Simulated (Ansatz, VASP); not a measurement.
## ZnO: VASP beside Ansatz

```
Zn O
1.0
     5.51757    0.00000    0.00000
     0.00000    5.51757    0.00000
     0.00000    0.00000    3.25878
Zn O
4 4
Direct
  0.18197 0.18197 0.50000
  0.81803 0.81803 0.50000
  0.68197 0.31803 0.00000
  0.31803 0.68197 0.00000
  0.81725 0.18275 0.50000
  0.18275 0.81725 0.50000
  0.68275 0.68275 0.00000
  0.31725 0.31725 0.00000
```

Alike in both runs: task single point; functional PBE; k mesh 6 × 6 × 8; occupations gaussian, width 0.02 eV; no spin polarisation.

```csv
,VASP,Ansatz
version,VASP 6.6.1,Ansatz 0.2.0
potentials or method,"VASP PAW PBE potentials, release 64 (Zn, O), cutoff 520 eV","scalar-relativistic, plane waves, PAW"
valence electrons in the cell,72,72
```

Ansatz gave:

* gap on the k mesh at the Fermi level (eV): 0.81
* least direct gap on the mesh (eV): 0.81
* pressure (GPa): 5.0
* traceless stress, the component that is largest in VASP (GPa): 0.09
* rms of the force components (eV/Å): 0.015

Task: Estimate VASP's values.

Result: gap on the k mesh at the Fermi level (eV): 0.80; least direct gap on the mesh (eV): 0.80; pressure (GPa): 6.0; traceless stress, the component that is largest in VASP (GPa): 0.27; rms of the force components (eV/Å): 0.014.

Atom by atom the forces differ by 0.001 eV/Å (rms over components).
